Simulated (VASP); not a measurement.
The system is ZrGaH3.

```xyz
5
Lattice="3.2672 0.0000 0.0000 -1.6336 2.8295 0.0000 0.0000 0.0000 4.3886" Properties=species:S:1:pos:R:3 pbc="T T T"
Zr    0.0000    0.0000    2.1943
Ga    0.0000    0.0000    0.0000
H     1.6336    0.0000    2.1943
H    -0.8168    1.4147    2.1943
H     0.8168    1.4147    2.1943
```

```yaml
Program: VASP 6.6.1
Task: relaxation of cell and atoms
Functional: PBE
Potentials_or_basis: VASP PAW PBE potentials, release 64 (Zr_sv, Ga_d, H)
Cutoff: 600 eV
k_mesh: 6 × 6 × 4
Occupations: gaussian, width 0.1 eV
Spin: no spin polarisation
```

At the start: pressure 91.6 GPa; volume 8.11 Å³/atom.

Where does the relaxation end?

Over 6 steps the energy falls by 1241.4 meV/atom and the volume is 15.05 Å³/atom (+85.5 %); space group P6/mmm (No. 191, to 0.05 Å).

Step by step:
```
step  energy change (eV)  largest force (eV/Å)  pressure (GPa)  volume (Å³)
   1              0.0000                0.0000           91.61        40.57
   2             -6.2025                0.0000            0.61        74.11
   3             -6.2000                0.0000           -0.68        76.11
   4             -6.2035                0.0000            0.10        74.91
   5             -6.2062                0.0000           -0.10        75.12
   6             -6.2069                0.0000           -0.16        75.25
```

Final structure:
```cif
data_structure
_symmetry_space_group_name_H-M 'P 1'
_symmetry_Int_Tables_number 1
_cell_length_a 3.8937
_cell_length_b 3.8937
_cell_length_c 5.7313
_cell_angle_alpha 90.000
_cell_angle_beta 90.000
_cell_angle_gamma 120.000
_cell_volume 75.25
loop_
_atom_site_label
_atom_site_type_symbol
_atom_site_fract_x
_atom_site_fract_y
_atom_site_fract_z
_atom_site_occupancy
Zr1 Zr 0.00000 0.00000 0.50000 1
Ga1 Ga 0.00000 0.00000 0.00000 1
H1 H 0.50000 0.00000 0.50000 1
H2 H 0.00000 0.50000 0.50000 1
H3 H 0.50000 0.50000 0.50000 1
```

Caveat: the k points lie up to 0.31 Å⁻¹ apart in the final cell; the volume moved by over 15 % at a fixed basis, so the end points are rough.
